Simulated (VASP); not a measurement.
Crystal: Ho2O.

```
CELL_PARAMETERS angstrom
2.82035 -2.27021 0.00000
2.82035 2.27021 0.00000
-1.90082 0.00000 5.34097
ATOMIC_POSITIONS crystal
Ho 0.65134 0.65134 0.21767
Ho 0.14471 0.14471 0.56190
O 0.13374 0.13374 0.11560
```

The cell was generated, and may not be a known phase.

| Item | Value |
| --- | --- |
| Program | VASP 6.6.1 |
| Task | relaxation of cell and atoms |
| Functional | PBE |
| Potentials or basis | VASP PAW PBE potentials, release 64 (Ho_3, O), 4f in core |
| Cutoff | 600 eV |
| k mesh | 6 × 6 × 4 |
| Occupations | gaussian, width 0.2 eV |
| Spin | no spin polarisation |

At the start: pressure -0.6 GPa; volume 22.80 Å³/atom.

Where does the relaxation end?

Over 15 steps the energy falls by 913.1 meV/atom and the volume is 19.18 Å³/atom (-15.9 %); space group Cm (No. 8, to 0.1 Å) before, P4/mmm (No. 123, to 0.1 Å).

The path:
```
step  energy change (eV)  largest force (eV/Å)  pressure (GPa)  volume (Å³)
   1              0.0000                4.1935           -0.57        68.39
   2             -1.8502                1.7103           -3.96        66.87
   3             -2.0823                1.3830           -4.13        65.95
   4             -2.0604                1.8675           -2.91        63.51
   5             -2.1433                1.4875           -3.85        65.00
   6             -2.4541                1.1749            1.02        59.44
   7             -2.4957                0.9688            4.94        56.57
   8             -2.6413                0.9010            0.50        58.09
   9             -2.6414                0.9179            0.36        58.16
  10             -2.6968                0.5547           -0.88        58.63
  11             -2.7227                0.1240           -2.11        59.24
  12             -2.7281                0.2052            1.79        56.52
  13             -2.7357                0.1198            0.02        57.67
  14             -2.7380                0.0908            0.01        57.61
  15             -2.7394                0.0531            0.08        57.54
```

Final structure:
```
Ho O
1.0
     2.36408   -2.39706    0.40652
     2.36408    2.39706    0.40652
    -0.87601    0.00000    4.92642
Ho O
2 1
Cartesian
  2.9293 0.0000 1.1635
  0.1235 0.0000 3.2229
  0.5592 0.0000 0.7796
```

Caveat: the volume moved by over 15 % at a fixed basis, so the end points are rough; the run has no spin polarisation, though such a crystal can be magnetic; the relaxation stopped at a loose force limit of 0.08 eV/Å, so its end isn't a converged minimum.
